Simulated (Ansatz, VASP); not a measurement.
# Fe: VASP beside Ansatz

File INCAR:

```
SYSTEM = Fe
PREC = Accurate ; ENCUT = 520
EDIFF = 1E-6 ; ISMEAR = -1
SIGMA = 0.1 ; LREAL = .FALSE.
LASPH = .TRUE. ; NELM = 60
ALGO = Normal ; ISIF = 2
LWAVE = .FALSE. ; LCHARG = .FALSE.
GGA = RE ; NBANDS = 15
```

The input KPOINTS:

```
regular mesh
0
G
  13 13 13
  0 0 0
```

The input POSCAR:

```
Fe
1.0
    0.0000000000      2.3854658553      2.3854658553
    2.3854658553      0.0000000000      2.3854658553
    2.3854658553      2.3854658553      0.0000000000
Fe
2
Direct
    0.1250000000      0.1250000000      0.1250000000
    0.8750000000      0.8750000000      0.8750000000
```

Input for Ansatz:

```yaml
crystal:
  lattice:
    - [0.0, 2.3854658553, 2.3854658553]
    - [2.3854658553, 0.0, 2.3854658553]
    - [2.3854658553, 2.3854658553, 0.0]
  atoms:
    - { symbol: Fe, position: [0.125, 0.125, 0.125] }
    - { symbol: Fe, position: [0.875, 0.875, 0.875] }
hamiltonian:
  xc: revpbe
  pseudopotentials:
    kind: paw
    azcp:
      Fe: "pseudopotentials/Fe.paw.azcp"
basis:
  ecutwfc: 420
  fft_grid_basis: typed
kpoints:
  mp_grid: { grid: [13, 13, 13], shift: [0, 0, 0] }
magnetization:
  spin_polarized: false
scf:
  occupations: { method: fermi_dirac, width: 0.1 }
  lower_state_search: "off"
output:
  stress: true
  write_density: true
  write_potential: true
  elf: true
  volumetric_format: npy
```

Alike in both runs: task single point; functional revPBE; k mesh 13 × 13 × 13; occupations fermi-dirac, width 0.1 eV; no spin polarisation.

|  | VASP | Ansatz |
| --- | --- | --- |
| version | VASP 6.6.1 | Ansatz 0.2.0 |
| potentials or method | VASP PAW PBE potentials, release 64 (Fe), cutoff 520 eV | plane waves (420 eV) with PAW, scalar-relativistic |
| valence electrons in the cell | 16 | 32 |

VASP gave:

- pressure (GPa): 12.4

Estimate Ansatz's values.

pressure (GPa): 14.6.

VASP's potentials were made for PBE, not for revPBE. The functional is the same, so the differences come from potentials, cutoffs and numerics. VASP's potentials hold 16 valence electrons a cell and Ansatz's 32, so a difference there can come from the potentials and not from the codes.
